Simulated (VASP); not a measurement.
# Cu (I4/mmm) in VASP: further runs

The runs below take Cu through relaxation of cell and atoms, with PBEsol+D4, RPBE+D3(BJ).

Program: VASP 6.6.1. These are calculated values, not measurements. Logs are shortened: lines on timing, memory, paths and dates and some standing lists are left out, and cuts for length are marked.

**1. The cell of the first run**

The structure is tetragonal, space group I4/mmm (No. 139). The conventional cell has a = 2.886 Å, b = 2.886 Å, c = 2.752 Å, α = 90.00°, β = 90.00°, γ = 90.00°. Within 3.2 Å of Cu (site symmetry 4/mmm) lie 14 Cu at 2.46 to 2.89 Å.

**2. Relaxation of cell and atoms, PBEsol+D4**

The input, INCAR:

```
ALGO = Normal ; EDIFF = 1E-6
EDIFFG = -0.01 ; ENCUT = 600
GGA = PS ; IBRION = 2
ISIF = 3 ; ISMEAR = -1
IVDW = 13 ; LASPH = True
LCHARG = False ; LREAL = False
LWAVE = False ; NELM = 100
NSW = 60 ; PREC = Accurate
SIGMA = 0.05
```

The input, KPOINTS:

```
k-points
0
Gamma
  13 13 13
```

The input, POSCAR:

```
Cu
1.0
   -1.4427933200      1.4427933200      1.3760814500
    1.4427933200     -1.4427933200      1.3760814500
    1.4427933200      1.4427933200     -1.3760814500
Cu
1
Direct
    0.0000000000      0.0000000000      0.0000000000
```

Potentials or basis: VASP PAW PBE potentials, release 64 (Cu).

Launch:

```sh
$ cat potpaw_PBE.64/Cu/POTCAR > POTCAR
$ mpirun -np 1 vasp_std > vasp.out
```

OUTCAR:

```text
EDIFF = 1E-6
   EDIFFG = -0.01
   ENCUT = 600
   GGA = PS
   IBRION = 2
   ISIF = 3
   ISMEAR = -1
   IVDW = 13
   LASPH = True
   LREAL = False
   NELM = 100
   NSW = 60
   PREC = Accurate

 ion  position               nearest neighbor table
   1  0.000  0.000  0.000-

  LATTYP: Found a body centered tetragonal cell.
 ALAT       =     2.8855866400
 C/A-ratio  =     0.9537620052

  Lattice vectors:

 A1 = (  -1.4427933200,   1.4427933200,   1.3760814500)
 A2 = (   1.4427933200,  -1.4427933200,   1.3760814500)
 A3 = (   1.4427933200,   1.4427933200,  -1.3760814500)

Analysis of symmetry for initial positions (statically):
=====================================================================
 Subroutine PRICEL returns:
 Original cell was already a primitive cell.

 Routine SETGRP: Setting up the symmetry group for a
 body centered tetragonal supercell.

 Subroutine GETGRP returns: Found 16 space group operations
 (whereof 16 operations were pure point group operations)
 out of a pool of 16 trial point group operations.

The static configuration has the point symmetry D_4h.

Analysis of symmetry for dynamics (positions and initial velocities):
=====================================================================
 Subroutine PRICEL returns:
 Original cell was already a primitive cell.

 Routine SETGRP: Setting up the symmetry group for a
 body centered tetragonal supercell.

 Subroutine GETGRP returns: Found 16 space group operations
 (whereof 16 operations were pure point group operations)
 out of a pool of 16 trial point group operations.

The dynamic configuration has the point symmetry D_4h.

 Subroutine INISYM returns: Found 16 space group operations
 (whereof 16 operations are pure point group operations),
 and found     1 'primitive' translations

----------------------------------------------------------------------------------------

                                     Primitive cell

  volume of cell :      11.4581

  direct lattice vectors                    reciprocal lattice vectors
    -1.442793320  1.442793320  1.376081450     0.000000000  0.346549983  0.363350585
     1.442793320 -1.442793320  1.376081450     0.346549983  0.000000000  0.363350585
     1.442793320  1.442793320 -1.376081450     0.346549983  0.346549983  0.000000000

  length of vectors
     2.461078074  2.461078074  2.461078074     0.502116060  0.502116060  0.490095685

  position of ions in fractional coordinates (direct lattice)
     0.000000000  0.000000000  0.000000000

  ion indices of the primitive-cell ions
   primitive index   ion index
                 1           1

----------------------------------------------------------------------------------------

 KPOINTS: k-points

[... 63 lines left out ...]
   LSORBIT =      F    spin-orbit coupling
   LASPH  =      T    aspherical Exc in radial PAW
   ENCUT  =  600.0 eV  44.10 Ry    6.64 a.u.   4.92  4.92  4.92*2*pi/ulx,y,z
   NELM   =    100;   NELMIN=  2; NELMDL= -5     # of ELM steps
   EDIFF  = 0.1E-05   stopping-criterion for ELM
   LREAL  =      F    real-space projection
   EDIFFG = -.1E-01   stopping-criterion for IOM
   NSW    =     60    number of steps for IOM
   IBRION =      2    ionic relax: 0-MD 1-quasi-New 2-CG
   NFREE  =      1    steps in history (QN), initial steepest desc. (CG)
   ISIF   =      3    stress and relaxation
   ISYM   =      2    0-nonsym 1-usesym 2-fastsym
   POTIM  = 0.5000    time-step for ionic-motion
   TEBEG  =    0.0;   TEEND  =   0.0 temperature during run
   PSTRESS=    0.0 pullay stress
   NELECT =      11.0000    total number of electrons
   NUPDOWN=      -1.0000    fix difference up-down
   EMIN   =  10.00;   EMAX   =-10.00  energy-range for DOS
   EFERMI =   0.00;   METHOD = LEGACY
   ISMEAR =    -1;   SIGMA  =   0.05  broadening in eV -4-tet -1-fermi 0-gaus
   EFERMI_NEDOS =   21; number of points for ismear=-14 and -15
   IALGO  =     38    algorithm
   IMIX   =      4    mixing-type and parameters
     AMIX     =   0.40;   BMIX     =  1.00
     AMIX_MAG =   1.60;   BMIX_MAG =  1.00
  volume/ion in A,a.u.               =      11.46        77.32
  Fermi-wavevector in a.u.,A,eV,Ry     =   1.614984  3.051878 35.486359  2.608174
  Thomas-Fermi vector in A             =   2.709805
   LORBIT       =      0    0 simple, 1 ext, 2 COOP (PROOUT), +10 PAW based schemes
   GGA     = PS    functional components
   LHFCALC =     F    Hartree Fock is set to
   AEXX    =    0.0000 exact exchange contribution
   IVDW    =    13    specifies the selected vdW correction
   LEPSILON=     F    determine dielectric tensor
   LRPA    =     F    only Hartree local field effects (RPA)
 conjugate gradient relaxation of ions
 non-spin polarized calculation
  energy-cutoff  :      600.00
  volume of cell :       11.46
 maximum number of plane-waves:       400
   NGX =  9   NGY =  9   NGZ =  9

--------------------------------------- Ionic step        1  -------------------------------------------

 number of electron      11.0000000 magnetization

 Free energy of the ion-electron system (eV)
  ---------------------------------------------------
  ext. energy  EPLUGINS =         0.00000000
  ---------------------------------------------------
  free energy    TOTEN  =        -4.27631050 eV

  energy without entropy =       -4.27370802  energy(sigma->0) =       -4.27500926

------------------------ aborting loop because EDIFF is reached ----------------------------------------

  DFT-D4 for vdW energy calculation

  Edisp (eV):   -0.33316
[... 69 lines left out ...]
--------------------------------------- Ionic step        3  -------------------------------------------

 number of electron      11.0000003 magnetization

 Free energy of the ion-electron system (eV)
  ---------------------------------------------------
  ext. energy  EPLUGINS =         0.00000000
  ---------------------------------------------------
  free energy    TOTEN  =        -4.27257453 eV

  energy without entropy =       -4.27010756  energy(sigma->0) =       -4.27134104

 E-fermi :   8.1010     XC(G=0): -13.2596

 val. band max:        8.0879246184   @ k =  -0.3077   0.4615   0.0769
 cond. band min:       8.1279014523   @ k =  -0.2308   0.4615   0.0769
 fundamental gap:      0.0399768339
 Fermi energy:         8.1010157074

 k-point     1 :       0.0000    0.0000    0.0000
  band No.  band energies     occupation
      1      -1.6879      2.00000
      2       4.7370      2.00000
      3       4.9446      2.00000
      4       4.9446      2.00000
      5       5.8619      2.00000
      6       6.0805      2.00000
      7      33.3003      0.00000
      8      33.3003      0.00000
      9      34.5611      0.00000
[... 265 lines left out ...]
 k-point    24 :       0.4615    0.1538    0.0000
  band No.  band energies     occupation
      1       3.1410      2.00000
      2       4.0835      2.00000
      3       5.2385      2.00000
      4       5.9497      2.00000
      5       6.3044      2.00000
      6       9.0464      0.00000
      7      13.8511      0.00000
      8      20.6028      0.00000
      9      25.8100      0.00000

 [... further k-points ...]

------------------------ aborting loop because EDIFF is reached ----------------------------------------

  DFT-D4 for vdW energy calculation

  Edisp (eV):   -0.34196
[... 24 lines left out ...]
  FREE ENERGIE OF THE ION-ELECTRON SYSTEM (eV)
  ---------------------------------------------------
  free  energy   TOTEN  =        -4.6145392224 eV

  energy  without entropy=       -4.6120722571  energy(sigma->0) =       -4.61330574

 reached required accuracy - stopping structural energy minimisation
```

CONTCAR:

```text
Cu
   1.00000000000000
    -1.4288710658818404    1.4288710658818404    1.3625525001085532
     1.4288710658818404   -1.4288710658818404    1.3625525001085532
     1.4288710658818404    1.4288710658818404   -1.3625525001085532
  Cu
     1
Direct
     0.0000000000000000    0.0000000000000000    0.0000000000000000

  0.00000000E+00  0.00000000E+00  0.00000000E+00
```

It took 27 s on 1 thread of AMD EPYC 9R45 (Zen 5), shared host; peak memory 0.12 GiB.

What came out:

```yaml
Free_energy: -4.6145 eV
Relaxed_volume: 11.13 Å³/atom
Relaxed_cell: a = 2.437 Å, b = 2.437 Å, c = 2.437 Å, α = 108.21°, β = 108.21°, γ = 112.02°
Space_group_after_relaxing_to_0.1_Å: I4/mmm (No. 139)
Energy_gained_by_relaxing: 5.1 meV/atom
Ionic_steps: 3
Pressure_after_relaxing: 0.0 GPa
Band_gap_on_the_k_mesh: zero (an odd number of electrons rules out a gap without spin polarisation)
Dispersion_energy_per_atom: -0.342 eV
```

Step by step:
```tsv
step	energy change (eV)	largest force (eV/Å)	pressure (GPa)	volume (Å³)
1	0.0000	0.0000	-4.77	11.46
2	-0.0025	0.0000	3.79	10.90
3	-0.0051	0.0000	-0.03	11.13
```

Final structure:
```
CELL_PARAMETERS angstrom
-1.42887 1.42887 1.36255
1.42887 -1.42887 1.36255
1.42887 1.42887 -1.36255
ATOMIC_POSITIONS crystal
Cu 0.00000 0.00000 0.00000
```

Caveat: the PAW data sets were made with another functional, which shifts forces and pressure a little.

**3. Relaxation of cell and atoms, RPBE+D3(BJ)**

The input, INCAR:

```
PREC = Accurate
ENCUT = 600
EDIFF = 1E-6
ISMEAR = -1
SIGMA = 0.05
LREAL = False
LASPH = True
NELM = 100
ALGO = Normal
ISIF = 3
LWAVE = False
LCHARG = False
GGA = RP
IVDW = 12
IBRION = 2
NSW = 60
EDIFFG = -0.01
```

The input, KPOINTS:

```
Automatic mesh
0
Gamma
  13 13 13
```

POSCAR is that of step 2.

Potentials or basis: VASP PAW PBE potentials, release 64 (Cu).

Launch:

```sh
$ cat potpaw_PBE.64/Cu/POTCAR > POTCAR
$ mpirun -np 1 vasp_std > vasp.out
```

OUTCAR:

```text
PREC = Accurate
   ENCUT = 600
   EDIFF = 1E-6
   ISMEAR = -1
   LREAL = False
   LASPH = True
   NELM = 100
   ISIF = 3
   GGA = RP
   IVDW = 12
   IBRION = 2
   NSW = 60
   EDIFFG = -0.01
 IVDW          = 12

 ion  position               nearest neighbor table
   1  0.000  0.000  0.000-

  LATTYP: Found a body centered tetragonal cell.
 ALAT       =     2.8855866400
 C/A-ratio  =     0.9537620052

  Lattice vectors:

 A1 = (  -1.4427933200,   1.4427933200,   1.3760814500)
 A2 = (   1.4427933200,  -1.4427933200,   1.3760814500)
 A3 = (   1.4427933200,   1.4427933200,  -1.3760814500)

Analysis of symmetry for initial positions (statically):
=====================================================================
 Subroutine PRICEL returns:
 Original cell was already a primitive cell.

 Routine SETGRP: Setting up the symmetry group for a
 body centered tetragonal supercell.

 Subroutine GETGRP returns: Found 16 space group operations
 (whereof 16 operations were pure point group operations)
 out of a pool of 16 trial point group operations.

The static configuration has the point symmetry D_4h.

Analysis of symmetry for dynamics (positions and initial velocities):
=====================================================================
 Subroutine PRICEL returns:
 Original cell was already a primitive cell.

 Routine SETGRP: Setting up the symmetry group for a
 body centered tetragonal supercell.

 Subroutine GETGRP returns: Found 16 space group operations
 (whereof 16 operations were pure point group operations)
 out of a pool of 16 trial point group operations.

The dynamic configuration has the point symmetry D_4h.

 Subroutine INISYM returns: Found 16 space group operations
 (whereof 16 operations are pure point group operations),
 and found     1 'primitive' translations

----------------------------------------------------------------------------------------

                                     Primitive cell
[... 106 lines left out ...]
   IALGO  =     38    algorithm
   IMIX   =      4    mixing-type and parameters
     AMIX     =   0.40;   BMIX     =  1.00
     AMIX_MAG =   1.60;   BMIX_MAG =  1.00
  volume/ion in A,a.u.               =      11.46        77.32
  Fermi-wavevector in a.u.,A,eV,Ry     =   1.614984  3.051878 35.486359  2.608174
  Thomas-Fermi vector in A             =   2.709805
   LORBIT       =      0    0 simple, 1 ext, 2 COOP (PROOUT), +10 PAW based schemes
   GGA     = RP    functional components
   LHFCALC =     F    Hartree Fock is set to
   AEXX    =    0.0000 exact exchange contribution
   IVDW    =    12    specifies the selected vdW correction
   LEPSILON=     F    determine dielectric tensor
   LRPA    =     F    only Hartree local field effects (RPA)
 conjugate gradient relaxation of ions
 non-spin polarized calculation
  energy-cutoff  :      600.00
  volume of cell :       11.46
 maximum number of plane-waves:       400
   NGX =  9   NGY =  9   NGZ =  9

--------------------------------------- Ionic step        1  -------------------------------------------

 number of electron      11.0000000 magnetization

 Free energy of the ion-electron system (eV)
  ---------------------------------------------------
  ext. energy  EPLUGINS =         0.00000000
  ---------------------------------------------------
  free energy    TOTEN  =        -3.18791134 eV

  energy without entropy =       -3.18534229  energy(sigma->0) =       -3.18662682

 E-fermi :   8.0800     XC(G=0): -12.7675

 val. band max:        8.0575197159   @ k =  -0.0769  -0.4615   0.0769
 cond. band min:       8.0900803674   @ k =  -0.2308   0.4615   0.0769
 fundamental gap:      0.0325606515
 Fermi energy:         8.0799631786

 k-point     1 :       0.0000    0.0000    0.0000
  band No.  band energies     occupation
      1      -1.4479      2.00000
      2       4.8106      2.00000
      3       5.0049      2.00000
      4       5.0049      2.00000
      5       5.8710      2.00000
      6       6.0765      2.00000
      7      32.9494      0.00000
      8      32.9494      0.00000
      9      34.1891      0.00000
[... 386 lines left out ...]
  FREE ENERGIE OF THE ION-ELECTRON SYSTEM (eV)
  ---------------------------------------------------
  free  energy   TOTEN  =        -6.3385019510 eV

  energy  without entropy=       -6.3363806262  energy(sigma->0) =       -6.33744129

[... ionic steps 4 to 10 ...]

--------------------------------------- Ionic step       11  -------------------------------------------

 number of electron      10.9999992 magnetization

------------------------ aborting loop because EDIFF is reached ----------------------------------------
[... 73 lines left out ...]
--------------------------------------- Ionic step       13  -------------------------------------------

 number of electron      10.9999992 magnetization

 Free energy of the ion-electron system (eV)
  ---------------------------------------------------
  ext. energy  EPLUGINS =         0.00000000
  ---------------------------------------------------
  free energy    TOTEN  =        -2.86539714 eV

  energy without entropy =       -2.86318920  energy(sigma->0) =       -2.86429317

 E-fermi :  10.2666     XC(G=0): -13.7279

 val. band max:       10.2197218625   @ k =  -0.1538  -0.3846   0.0769
 cond. band min:      10.4333970339   @ k =  -0.3077   0.4615   0.0769
 fundamental gap:      0.2136751714
 Fermi energy:        10.2665853084

 k-point     1 :       0.0000    0.0000    0.0000
  band No.  band energies     occupation
      1      -0.5532      2.00000
      2       6.5471      2.00000
      3       6.5521      2.00000
      4       6.5521      2.00000
      5       7.8716      2.00000
      6       7.8769      2.00000
      7      37.1411      0.00000
      8      37.1411      0.00000
      9      37.1656      0.00000
[... 308 lines left out ...]
  FREE ENERGIE OF THE ION-ELECTRON SYSTEM (eV)
  ---------------------------------------------------
  free  energy   TOTEN  =        -6.3408148010 eV

  energy  without entropy=       -6.3386068650  energy(sigma->0) =       -6.33971083

 reached required accuracy - stopping structural energy minimisation
```

OSZICAR:

```text
N       E                     dE             d eps       ncg     rms          rms(c)
DAV:   1     0.391256762637E+02    0.39126E+02   -0.62165E+03  3609   0.230E+03
DAV:   2    -0.353886467484E+01   -0.42665E+02   -0.40566E+02  3564   0.206E+02
[... 98 lines left out ...]
  12 F= -.63407637E+01 E0= -.63396707E+01  d E =-.139709E-02
       N       E                     dE             d eps       ncg     rms          rms(c)
DAV:   1    -0.286705082301E+01   -0.88842E-02   -0.46263E-02  4087   0.436E+00    0.320E-01
DAV:   2    -0.286583477272E+01    0.12161E-02   -0.11894E-02  3838   0.268E+00    0.134E-01
DAV:   3    -0.286551958183E+01    0.31519E-03   -0.15367E-03  3714   0.101E+00    0.842E-02
DAV:   4    -0.286539662287E+01    0.12296E-03   -0.16185E-04  4548   0.374E-01    0.464E-03
DAV:   5    -0.286539714005E+01   -0.51719E-06   -0.18291E-06  2788   0.274E-02
  13 F= -.63408148E+01 E0= -.63397108E+01  d E =-.510939E-04
```

Wall time 84 s (1 thread of AMD EPYC 9R45 (Zen 5), shared host); peak memory 0.14 GiB.

Results:

- Free energy: -6.3408 eV
- Relaxed volume: 9.78 Å³/atom
- Relaxed cell: a = 2.334 Å, b = 2.334 Å, c = 2.334 Å, α = 109.44°, β = 109.44°, γ = 109.52°
- Space group after relaxing (to 0.1 Å): Im-3m (No. 229)
- Energy gained by relaxing: 175.3 meV/atom
- Ionic steps: 13
- Pressure after relaxing: 0.0 GPa
- Band gap on the k mesh: zero (an odd number of electrons rules out a gap without spin polarisation)
- Dispersion energy per atom: -3.475 eV

The path:
| step | energy change (eV) | largest force (eV/Å) | pressure (GPa) | volume (Å³) |
| --- | --- | --- | --- | --- |
| 1 | 0.0000 | 0.0000 | -28.66 | 11.46 |
| 2 | 0.0473 | 0.0000 | 58.23 | 8.38 |
| 3 | -0.1730 | 0.0000 | -1.46 | 9.84 |
| 4 | -0.1732 | 0.0000 | -0.11 | 9.79 |
| 5 | -0.1731 | 0.0000 | 0.76 | 9.76 |
| 6 | -0.1738 | 0.0000 | -0.79 | 9.82 |
| 7 | -0.1739 | 0.0000 | -1.48 | 9.84 |
| 8 | -0.1743 | 0.0000 | -1.23 | 9.83 |
| 9 | -0.1752 | 0.0000 | -0.12 | 9.79 |
| 10 | -0.1753 | 0.0000 | 0.35 | 9.77 |
| 11 | -0.1753 | 0.0000 | 0.59 | 9.76 |
| 12 | -0.1753 | 0.0000 | 0.57 | 9.76 |
| 13 | -0.1753 | 0.0000 | 0.01 | 9.78 |

Final structure:
```
CELL_PARAMETERS angstrom
-1.34781 1.34781 1.34650
1.34781 -1.34781 1.34650
1.34781 1.34781 -1.34650
ATOMIC_POSITIONS crystal
Cu 0.00000 0.00000 0.00000
```

Caveat: the PAW data sets were made with another functional, which shifts forces and pressure a little.
